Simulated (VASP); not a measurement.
Zn3C:

```xyz
4
Lattice="2.6399 0.0000 0.0000 -1.3200 2.2863 0.0000 0.0000 0.0000 8.2015" Properties=species:S:1:pos:R:3 pbc="T T T"
Zn    0.0000    0.0000    4.1008
Zn    1.3200    0.7621    1.9504
Zn    1.3200    0.7621    6.2511
C     0.0000    0.0000    0.0000
```

| Property | Result |
| --- | --- |
| Program | VASP 6.6.1 |
| Task | relaxation of cell and atoms |
| Functional | PBE |
| Potentials or basis | VASP PAW PBE potentials, release 64 (Zn, C) |
| Cutoff | 600 eV |
| k mesh | 6 × 6 × 2 |
| Occupations | gaussian, width 0.1 eV |
| Spin | no spin polarisation |

At the start: pressure 6.0 GPa; volume 12.38 Å³/atom.

Task: How do energy, volume and symmetry change on relaxing?

Result: Over 17 steps the energy falls by 330.4 meV/atom and the volume is 13.62 Å³/atom (+10.0 %); space group P-6m2 (No. 187, to 0.05 Å).

Step by step:
```tsv
step	energy change (eV)	largest force (eV/Å)	pressure (GPa)	volume (Å³)
1	0.0000	1.3933	6.04	49.50
2	-0.3006	1.1509	-1.89	52.88
3	-0.4503	1.1617	-8.26	58.24
4	-0.7106	0.9171	-7.41	57.13
5	-1.2120	0.0167	2.83	53.46
6	-1.1147	1.6790	9.43	52.09
7	-1.2210	0.1478	3.57	53.22
8	-1.2221	0.3184	4.37	53.05
9	-1.2030	1.4998	4.11	54.54
10	-1.2491	0.7315	4.08	53.75
11	-1.2962	0.1819	-1.11	56.06
12	-1.2962	0.1850	-1.07	56.05
13	-1.3057	0.1586	-0.86	55.70
14	-1.3185	0.0854	-0.15	54.98
15	-1.3107	0.0619	1.49	53.51
16	-1.3215	0.0492	0.35	54.54
17	-1.3217	0.0398	0.35	54.46
```

Final structure:
```
Zn C
1.0
     3.10378    0.00000    0.00000
    -1.55189    2.68795    0.00000
     0.00000    0.00000    6.52805
Zn C
3 1
Direct
  0.00000 0.00000 0.50000
  0.66667 0.33333 0.18495
  0.66667 0.33333 0.81505
  0.00000 0.00000 0.00000
```

Caveat: the k points lie up to 0.48 Å⁻¹ apart in the final cell.
